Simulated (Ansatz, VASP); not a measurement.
# Ru: VASP beside Ansatz

```
Ru
1.0
     2.62463    0.00000    0.00000
    -1.31231    2.27299    0.00000
     0.00000    0.00000    4.41036
Ru
2
Direct
  0.33333 0.66667 0.25000
  0.66667 0.33333 0.75000
```

Change from the starting cell: strain -0.030 along x and y, +0.030 along z, atoms carried along.

Alike in both runs: task single point; functional PBEsol; k mesh 24 × 24 × 12; occupations gaussian, width 0.15 eV; no spin polarisation.

|  | VASP | Ansatz |
| --- | --- | --- |
| version | VASP 6.6.1 | Ansatz 0.2.0 |
| potentials or method | VASP PAW PBE potentials, release 64 (Ru_pv), cutoff 520 eV | scalar-relativistic, plane waves, PAW |
| valence electrons in the cell | 28 | 32 |

|  | VASP | Ansatz | Ansatz less VASP |
| --- | --- | --- | --- |
| gap on the k mesh at the Fermi level (eV) | none | none | - |
| pressure (GPa) | 5.1 | 5.2 | +0.04 |
| traceless stress, the component that is largest in VASP (GPa) | -21.30 | -21.30 | +0.001 |

VASP's potentials were made for PBE, not for PBEsol. A gap of «none» marks a metal or a gap that the smearing closes. VASP's potentials hold 28 valence electrons a cell and Ansatz's 32, so a difference there can come from the potentials and not from the codes.
